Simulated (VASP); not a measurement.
Write the native input for VASP 6.6.1 that does the following.

```yaml
Task: single point
Functional: PBEsol
Potentials_or_basis: VASP PAW PBE potentials, release 64 (Ca_sv)
Cutoff: 520 eV
k_mesh: 12 × 12 × 6
Occupations: fermi-dirac, width 0.08 eV
Spin: no spin polarisation
Dipole_correction: no
Further_INCAR_settings: ALGO = Normal; EDIFF = 1e-06; NBANDS = 17
```

The structure of Ca lies in POSCAR:

```
Ca
1.0
    3.8271254318      0.0000000000      0.0000000000
   -1.9135627159      3.3143878475      0.0000000000
    0.0000000000      0.0000000000      6.3116394907
Ca
2
Direct
    0.3333333333      0.6666666667      0.2500000000
    0.6666666667      0.3333333333      0.7500000000
```

The input as run:

INCAR

```
ALGO = Normal ; EDIFF = 1E-6
ENCUT = 520 ; GGA = PS
ISIF = 2 ; ISMEAR = -1
LASPH = T ; LCHARG = F
LREAL = F ; LWAVE = F
NBANDS = 17 ; NELM = 80
PREC = Accurate ; SIGMA = 0.08
```

KPOINTS

```
k-points
0
Gamma
  12 12 6
```

Potentials or basis: VASP PAW PBE potentials, release 64 (Ca_sv).

Launch:

```console
$ cat potpaw_PBE.64/Ca_sv/POTCAR > POTCAR
$ mpirun -np 1 vasp_std > vasp.out
```

It gave:

- Pressure: 0.4 GPa
- Band gap on the k mesh: zero (band 10 reaches 2.39 eV, above the bottom of band 11 at 1.94 eV)

Caveat: the PAW data sets were made with another functional, which shifts forces and pressure a little.

It took 69 s on 1 thread of Intel(R) Xeon(R) Platinum 8375C CPU @ 2.90GHz (Ice Lake), with other jobs on the host, peak memory 0.23 GiB.
